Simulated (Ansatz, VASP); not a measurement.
## One calculation of Zr2B, two programs

```
Zr B
1.0
     3.39331    0.00000    0.00000
    -1.69665    2.93869    0.00000
     0.00000    0.00000    3.66387
Zr B
2 1
Direct
  0.33333 0.66667 0.50000
  0.66667 0.33333 0.50000
  0.00000 0.00000 0.00000
```

Alike in both runs: task relaxation of cell and atoms; functional PBE; k mesh 6 × 6 × 6; occupations gaussian, width 0.1 eV; no spin polarisation.

```csv
,VASP,Ansatz
version,VASP 6.6.1,Ansatz 0.2.0
potentials or method,"VASP PAW PBE potentials, release 64 (Zr_sv, B), cutoff 600 eV","scalar-relativistic, plane waves, PAW"
valence electrons in the cell,27,27
```

VASP gave:

```
gap on the k mesh at the Fermi level, each at its own relaxed structure (eV) : none
relaxed volume (Å³/atom)                                                     : 16.68
relaxed cell length with the largest relative difference (Å)                 : 4.517
```

**Question.** Which values does Ansatz return?

**Answer.** gap on the k mesh at the Fermi level, each at its own relaxed structure (eV): none; relaxed volume (Å³/atom): 16.71; relaxed cell length with the largest relative difference (Å): 4.522.

A gap of «none» marks a metal or a gap that the smearing closes.

Noted on VASP's run: the volume moved by over 15 % at a fixed basis, so the end points are rough.
